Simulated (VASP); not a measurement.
Input of a VASP 6.6.1 run:

INCAR

```
SYSTEM = TiC
PREC     = Accurate       ! precision mode
ENCUT    = 600            ! plane-wave cutoff, eV
EDIFF    = 1E-6           ! SCF threshold, eV
ISMEAR   = -1             ! smearing method
SIGMA    = 0.08           ! smearing width, eV
LREAL    = .FALSE.        ! projectors in reciprocal space
LASPH    = .TRUE.         ! aspherical terms in the spheres
NELM     = 60             ! most SCF steps
ALGO     = Normal         ! electronic algorithm
ISIF     = 3              ! what is computed and relaxed
LWAVE    = .FALSE.        ! write WAVECAR
LCHARG   = .FALSE.        ! write CHGCAR
GGA      = PE             ! functional
IBRION   = 2              ! ionic algorithm
NSW      = 60             ! ionic steps
EDIFFG   = -0.005         ! ionic threshold
PSTRESS  = 510.0
```

File KPOINTS:

```
regular mesh
0
G
  16 16 16
  0 0 0
```

The input POSCAR:

```
TiC
1.0
    0.0000000000      2.0601670859      2.0601670859
    2.0601670859      0.0000000000      2.0601670859
    2.0601670859      2.0601670859      0.0000000000
Ti C
1 1
Direct
    0.0000000000      0.0000000000      0.0000000000
    0.5000000000      0.5000000000      0.5000000000
```

Potentials or basis: VASP PAW PBE potentials, release 64 (Ti_sv, C).

The run is started by

```console
$ cat potpaw_PBE.64/Ti_sv/POTCAR potpaw_PBE.64/C/POTCAR > POTCAR
$ mpirun -np 1 vasp_std > vasp.out
```

Problem. What does it give for the band gap on the k mesh?

Solution. Zero (band 8 reaches 12.00 eV, above the bottom of band 9 at 10.84 eV).

Final structure:
```
Ti C
1.0
     0.00000    2.06017    2.06017
     2.06017    0.00000    2.06017
     2.06017    2.06017    0.00000
Ti C
1 1
Direct
  0.00000 0.00000 0.00000
  0.50000 0.50000 0.50000
```

Caveat: the relaxation stopped at its first step, so nothing moved; the cell is relaxed towards a set pressure, so the enthalpy falls and the energy may rise.
